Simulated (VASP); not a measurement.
A run of VASP 6.6.1 is set up as follows.

Contents of INCAR:

```
  PREC = Accurate
  ENCUT = 520
  EDIFF = 1E-7
  ISMEAR = 0
  SIGMA = 0.05
  LREAL = F
  LASPH = T
  NELM = 80
  ALGO = Normal
  ISIF = 2
  LWAVE = F
  LCHARG = F
  GGA = PS
  NBANDS = 10
```

KPOINTS

```
regular mesh
0
Gamma
  6 6 6
```

The input POSCAR:

```
H
1.0
    2.7021858213     -2.6439119613      0.0000000000
    2.7021858213      2.6439119613      0.0000000000
    0.0000000000      0.0000000000      4.1418180000
H
4
Direct
    0.9532956300      0.0467043700      0.0685088900
    0.4532956300      0.5467043700      0.4314911100
    0.5467043700      0.4532956300      0.5685088900
    0.0467043700      0.9532956300      0.9314911100
```

Potentials or basis: VASP PAW PBE potentials, release 64 (H).

Run with:

```console
$ cat potpaw_PBE.64/H/POTCAR > POTCAR
$ mpirun -np 1 vasp_std > vasp.out
```

(1) Estimate the largest force.

(2) What does it give for the pressure?

Results:

(1) 0.239 eV/Å.

(2) 0.2 GPa.

Caveat: the cell differs from its parent crystal (strain +0.030 along x and y, +0.000 along z); this functional lacks dispersion, which holds the molecules together, so the pressure and a relaxed volume are unreliable; the PAW data sets were made with another functional, which shifts forces and pressure a little.
